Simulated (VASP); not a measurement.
# Ti4Bi2Te (P-4m2) in VASP: single point with PBE

Aim: the single point of Ti4Bi2Te with PBE.

Program: VASP 6.6.1. These are calculated values, not measurements. Logs are shortened: lines on timing, memory, paths and dates and some standing lists are left out, and cuts for length are marked.

### Step 1. The cell of the first run

The structure is tetragonal, space group P-4m2 (No. 115). Conventional cell: a = 3.936 Å, b = 3.936 Å, c = 10.103 Å, α = 90.00°, β = 90.00°, γ = 90.00°. Ti (site symmetry -4m2) has 8 Ti at 2.78 to 3.56 Å and 4 Bi at 2.91 Å within 3.7 Å. Within 3.7 Å of Ti (site symmetry -4m2) lie 8 Ti at 2.78 to 3.56 Å and 4 Bi at 2.91 Å. Within 4.0 Å of Ti (site symmetry 2mm) lie 2 Te at 2.87 Å and 4 Bi at 2.90 Å and 8 Ti at 3.56 to 3.94 Å. Within 4.0 Å of Bi (site symmetry 2mm) lie 8 Ti at 2.90 to 2.91 Å and 2 Te at 3.51 Å and 4 Bi at 3.94 Å. Within 4.0 Å of Te (site symmetry -4m2) lie 4 Ti at 2.87 Å and 4 Bi at 3.51 Å and 4 Te at 3.94 Å.

The cell was generated, and may not be a known phase.

### Step 2. Single point, PBE

Input file INCAR:

```
SYSTEM = Ti4Bi2Te
PREC = Accurate ; ENCUT = 550
EDIFF = 1E-6 ; ISMEAR = 0
SIGMA = 0.2 ; LREAL = .False.
LASPH = .True. ; NELM = 300
ALGO = All ; ISIF = 2
LWAVE = .False. ; LCHARG = .False.
GGA = PE ; NBANDS = 51
GGA_COMPAT = .False. ; ISEARCH = 1
KPAR = 4
```

Input file KPOINTS:

```
Automatic mesh
0
Gamma
  4 4 2
  0 0 0
```

Input file POSCAR:

```
Ti4Bi2Te
1.0
    3.9363377723      0.0000000000      0.0000000000
    0.0000000000      3.9363377723      0.0000000000
    0.0000000000      0.0000000000     10.1028131783
Ti Bi Te
4 2 1
Direct
    0.5000000000      0.5000000000      0.0000000000
    0.0000000000      0.0000000000      0.0000000000
    0.5000000000      0.0000000000      0.2938888628
    0.0000000000      0.5000000000      0.7061111372
    0.5000000000      0.0000000000      0.7874115755
    0.0000000000      0.5000000000      0.2125884245
    0.5000000000      0.5000000000      0.5000000000
```

Potentials or basis: VASP PAW PBE potentials, release 64 (Ti_sv, Bi_d, Te).

The run is started by

```console
$ cat potpaw_PBE.64/Ti_sv/POTCAR potpaw_PBE.64/Bi_d/POTCAR potpaw_PBE.64/Te/POTCAR > POTCAR
$ mpirun -np 4 vasp_std > vasp.out
```

OUTCAR:

```text
SYSTEM = Ti4Bi2Te
   PREC = Accurate
   ENCUT = 550
   EDIFF = 1E-6
   ISMEAR = 0
   LREAL = .False.
   LASPH = .True.
   NELM = 300
   ISIF = 2
   GGA = PE

 ion  position               nearest neighbor table
   1  0.500  0.500  0.000-   2 2.78   2 2.78   2 2.78   2 2.78   5 2.91   6 2.91   6 2.91   5 2.91

   2  0.000  0.000  0.000-   1 2.78   1 2.78   1 2.78   1 2.78   6 2.91   6 2.91   5 2.91   5 2.91

   3  0.500  0.000  0.294-   7 2.87   7 2.87   6 2.90   6 2.90   6 2.90   6 2.90
   4  0.000  0.500  0.706-   7 2.87   7 2.87   5 2.90   5 2.90   5 2.90   5 2.90
   5  0.500  0.000  0.787-   4 2.90   4 2.90   4 2.90   4 2.90   2 2.91   2 2.91   1 2.91   1 2.91
                             7 3.51   7 3.51
   6  0.000  0.500  0.213-   3 2.90   3 2.90   3 2.90   3 2.90   2 2.91   1 2.91   1 2.91   2 2.91
                             7 3.51   7 3.51
   7  0.500  0.500  0.500-   3 2.87   4 2.87   3 2.87   4 2.87   5 3.51   5 3.51   6 3.51   6 3.51

  LATTYP: Found a simple tetragonal cell.
 ALAT       =     3.9363377723
 C/A-ratio  =     2.5665513893

  Lattice vectors:

 A1 = (   3.9363377723,   0.0000000000,   0.0000000000)
 A2 = (   0.0000000000,   3.9363377723,   0.0000000000)
 A3 = (   0.0000000000,   0.0000000000,  10.1028131783)

Analysis of symmetry for initial positions (statically):
=====================================================================
 Subroutine PRICEL returns:
 Original cell was already a primitive cell.

 Routine SETGRP: Setting up the symmetry group for a
 simple tetragonal supercell.

 Subroutine GETGRP returns: Found  8 space group operations
 (whereof  8 operations were pure point group operations)
 out of a pool of 16 trial point group operations.

The static configuration has the point symmetry D_2d.

Analysis of symmetry for dynamics (positions and initial velocities):
=====================================================================
 Subroutine PRICEL returns:
 Original cell was already a primitive cell.

 Routine SETGRP: Setting up the symmetry group for a
 simple tetragonal supercell.

 Subroutine GETGRP returns: Found  8 space group operations
 (whereof  8 operations were pure point group operations)
 out of a pool of 16 trial point group operations.

The dynamic configuration has the point symmetry D_2d.

 Subroutine INISYM returns: Found  8 space group operations
 (whereof  8 operations are pure point group operations),
 and found     1 'primitive' translations

[... 92 lines left out ...]
   LREAL  =      F    real-space projection
   EDIFFG = 0.1E-04   stopping-criterion for IOM
   NSW    =      0    number of steps for IOM
   IBRION =     -1    ionic relax: 0-MD 1-quasi-New 2-CG
   NFREE  =      0    steps in history (QN), initial steepest desc. (CG)
   ISIF   =      2    stress and relaxation
   ISYM   =      2    0-nonsym 1-usesym 2-fastsym
   POTIM  = 0.5000    time-step for ionic-motion
   TEBEG  =    0.0;   TEEND  =   0.0 temperature during run
   PSTRESS=    0.0 pullay stress
   NELECT =      84.0000    total number of electrons
   NUPDOWN=      -1.0000    fix difference up-down
   EMIN   =  10.00;   EMAX   =-10.00  energy-range for DOS
   EFERMI =   0.00;   METHOD = LEGACY
   ISMEAR =     0;   SIGMA  =   0.20  broadening in eV -4-tet -1-fermi 0-gaus
   EFERMI_NEDOS =   21; number of points for ismear=-14 and -15
   IALGO  =     58    algorithm
   IMIX   =      4    mixing-type and parameters
     AMIX     =   0.40;   BMIX     =  1.00
     AMIX_MAG =   1.60;   BMIX_MAG =  1.00
  volume/ion in A,a.u.               =      22.36       150.91
  Fermi-wavevector in a.u.,A,eV,Ry     =   1.330329  2.513956 24.079238  1.769774
  Thomas-Fermi vector in A             =   2.459424
   LORBIT       =      0    0 simple, 1 ext, 2 COOP (PROOUT), +10 PAW based schemes
   GGA     = PE    functional components
   LHFCALC =     F    Hartree Fock is set to
   AEXX    =    0.0000 exact exchange contribution
   IVDW    =     0    specifies the selected vdW correction
   LEPSILON=     F    determine dielectric tensor
   LRPA    =     F    only Hartree local field effects (RPA)
 non-spin polarized calculation
 Gauss-broadening in eV      SIGMA  =   0.20
  energy-cutoff  :      550.00
  volume of cell :      156.54
 maximum number of plane-waves:      4608
   NGX = 15   NGY = 15   NGZ = 39

 number of electron      83.9999976 magnetization

 Free energy of the ion-electron system (eV)
  ---------------------------------------------------
  ext. energy  EPLUGINS =         0.00000000
  ---------------------------------------------------
  free energy    TOTEN  =       -43.56330295 eV

  energy without entropy =      -43.40897395  energy(sigma->0) =      -43.48613845

 E-fermi :   8.4985     XC(G=0): -10.7888

 val. band max:        8.4984576346   @ k =   0.5000   0.2500   0.5000
 cond. band min:       8.5257358220   @ k =   0.5000   0.0000   0.5000
 fundamental gap:      0.0272781874
 Fermi energy:         8.4984864059

 k-point     1 :       0.0000    0.0000    0.0000
  band No.  band energies     occupation
      1     -49.0294      2.00000
      2     -49.0294      2.00000
      3     -48.3042      2.00000
      4     -48.1671      2.00000
      5     -25.3453      2.00000
      6     -25.3453      2.00000
[... 637 lines left out ...]
     50      10.2659      0.00000
     51      10.4283      0.00000

------------------------ aborting loop because EDIFF is reached ----------------------------------------

  FORCE on cell =-STRESS in cart. coord.  units (eV):
  Direction    XX          YY          ZZ          XY          YZ          ZX
  --------------------------------------------------------------------------------------
  -------------------------------------------------------------------------------------
  Total        0.2518295      0.2518295      0.2547832      0.0000000     -0.0000000      0.0000000
  in kB        2.5774489      2.5774489      2.6076807      0.0000000     -0.0000000      0.0000000
  external PRESSURE =       2.5875262 kB  Pullay stress =       0.0000000 kB

 VOLUME and BASIS-vectors are now :
 -----------------------------------------------------------------------------
  energy-cutoff  :      550.00
  volume of cell :      156.54
      direct lattice vectors                 reciprocal lattice vectors
     3.936337772  0.000000000  0.000000000     0.254043240  0.000000000  0.000000000
     0.000000000  3.936337772  0.000000000     0.000000000  0.254043240  0.000000000
     0.000000000  0.000000000 10.102813178     0.000000000  0.000000000  0.098982331

 POSITION                                       TOTAL-FORCE (eV/Angst)
 -----------------------------------------------------------------------------------
      1.96817      1.96817      0.00000         0.000000      0.000000      0.000000
      0.00000      0.00000      0.00000        -0.000000     -0.000000      0.000000
      1.96817      0.00000      2.96910         0.000000     -0.000000     -0.073451
      0.00000      1.96817      7.13371         0.000000     -0.000000      0.073451
      1.96817      0.00000      7.95507         0.000000     -0.000000     -0.009210
      0.00000      1.96817      2.14774        -0.000000     -0.000000      0.009210
      1.96817      1.96817      5.05141         0.000000     -0.000000      0.000000
 -----------------------------------------------------------------------------------
    total drift:                                0.000000      0.000000     -0.000000

  FREE ENERGIE OF THE ION-ELECTRON SYSTEM (eV)
  ---------------------------------------------------
  free  energy   TOTEN  =       -43.5633029483 eV

  energy  without entropy=      -43.4089629784  energy(sigma->0) =      -43.48613296
```

It took 3.5 min on 4 MPI ranks of Intel Xeon Platinum 8175M at 2.50GHz (Skylake/Cascade Lake), shared host; peak memory 0.38 GiB.

What came out:

```yaml
Free_energy: -43.5633 eV
Pressure: 0.3 GPa
Largest_force: 0.073 eV/Å
Band_gap_on_the_k_mesh: zero (bands 42 and 43 overlap by 0.60 eV)
```

Forces in eV/Å, atoms in the order of the input:
```
Ti   0.000  0.000  0.000
Ti   0.000  0.000  0.000
Ti   0.000  0.000 -0.073
Ti   0.000  0.000  0.073
Bi   0.000  0.000 -0.009
Bi   0.000  0.000  0.009
Te   0.000  0.000  0.000
```

Caveat: the k points lie up to 0.40 Å⁻¹ apart, too coarse for converged energies and pressures of a metal; spin-orbit coupling is left out, which moves the levels of the heavy elements.

The gap in the log of VASP goes by the Fermi energy; the results here count the filled bands.